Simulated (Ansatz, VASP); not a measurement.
# One calculation of SiC, two programs

Contents of INCAR:

```
  PREC = Accurate
  ENCUT = 520
  EDIFF = 1E-7
  ISMEAR = 0
  SIGMA = 0.05
  LREAL = False
  LASPH = True
  NELM = 60
  ALGO = Normal
  ISIF = 2
  LWAVE = False
  LCHARG = False
  GGA = PE
  NBANDS = 26
```

File KPOINTS:

```
Automatic mesh
0
Gamma
  10 10 3
```

Contents of POSCAR:

```
SiC
1.0
   -3.0917664073      0.0000000000      0.0000000000
    1.5458832036     -2.6775482513      0.0000000000
   -0.9275299222      0.0000000000     10.1480423548
Si C
4 4
Direct
    0.3948571370      0.3333333333      0.9060317656
    0.5448571370      0.3333333333      0.4060317656
    0.2865238037      0.6666666667      0.1560317656
    0.1365238037      0.6666666667      0.6560317656
    0.6384761964      0.3333333333      0.0939682344
    0.4884761964      0.3333333333      0.5939682344
    0.2301428630      0.6666666667      0.3439682344
    0.0801428630      0.6666666667      0.8439682344
```

Input for Ansatz:

```yaml
crystal:
  lattice:
    - [-3.0917664073, 0.0, 0.0]
    - [1.5458832036, -2.6775482513, 0.0]
    - [-0.9275299222, 0.0, 10.1480423548]
  atoms:
    - { symbol: Si, position: [0.394857137, 0.3333333333, 0.9060317656] }
    - { symbol: Si, position: [0.544857137, 0.3333333333, 0.4060317656] }
    - { symbol: Si, position: [0.2865238037, 0.6666666667, 0.1560317656] }
    - { symbol: Si, position: [0.1365238037, 0.6666666667, 0.6560317656] }
    - { symbol: C, position: [0.6384761964, 0.3333333333, 0.0939682344] }
    - { symbol: C, position: [0.4884761964, 0.3333333333, 0.5939682344] }
    - { symbol: C, position: [0.230142863, 0.6666666667, 0.3439682344] }
    - { symbol: C, position: [0.080142863, 0.6666666667, 0.8439682344] }
basis:
  ecutwfc: 420
kpoints:
  mp_grid: { grid: [10, 10, 3] }
hamiltonian:
  xc: pbe
scf:
  occupations: { method: gaussian, width: 0.05 }
output:
  forces: true
  stress: true
  eigenvalues: true
```

Alike in both runs: task single point; functional PBE; k mesh 10 × 10 × 3; occupations gaussian, width 0.05 eV; no spin polarisation.

```csv
,VASP,Ansatz
version,VASP 6.6.1,Ansatz 0.2.0
potentials or method,"VASP PAW PBE potentials, release 64 (Si, C), cutoff 520 eV","scalar-relativistic, plane waves, PAW"
valence electrons in the cell,32,32
```

Ansatz gave:

- gap on the k mesh at the Fermi level (eV): 1.31
- least direct gap on the mesh (eV): 2.53
- pressure (GPa): -1.0
- traceless stress, the component that is largest in VASP (GPa): 9.67
- rms of the force components (eV/Å): 0.564

Estimate VASP's values.

gap on the k mesh at the Fermi level (eV): 1.31; least direct gap on the mesh (eV): 2.52; pressure (GPa): -1.1; traceless stress, the component that is largest in VASP (GPa): 9.70; rms of the force components (eV/Å): 0.564.

Atom by atom the forces differ by 0.003 eV/Å (rms over components).
